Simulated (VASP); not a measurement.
Input of a VASP 6.6.1 run:

File INCAR:

```
ALGO     = Normal         # electronic algorithm
EDIFF    = 1E-6           # SCF threshold, eV
ENCUT    = 520            # plane-wave cutoff, eV
ISIF     = 2              # what is computed and relaxed
ISMEAR   = -1             # smearing method
LASPH    = T              # aspherical terms in the spheres
LCHARG   = F              # write CHGCAR
LREAL    = F              # projectors in reciprocal space
LWAVE    = F              # write WAVECAR
NBANDS   = 21             # bands
NELM     = 80             # most SCF steps
PREC     = Accurate       # precision mode
SIGMA    = 0.08           # smearing width, eV
```

Contents of KPOINTS:

```
k-points
0
Gamma
  15 15 8
```

The input POSCAR:

```
Ge
1.0
    2.8879525246      0.0000000000      0.0000000000
   -1.4439762623      2.5010402512      0.0000000000
    0.0000000000      0.0000000000      4.8889479062
Ge
2
Direct
    0.3333333333      0.6666666667      0.2500000000
    0.6666666667      0.3333333333      0.7500000000
```

Potentials or basis: VASP PAW LDA potentials, release 64 (Ge_d).

Command:

```sh
$ cat potpaw_LDA.64/Ge_d/POTCAR > POTCAR
$ mpirun -np 1 vasp_std > vasp.out
```

Q: Predict the pressure.

A: 1.5 GPa.

Q: What does it give for the band gap on the k mesh?

A: Zero (bands 14 and 15 overlap by 10.93 eV).
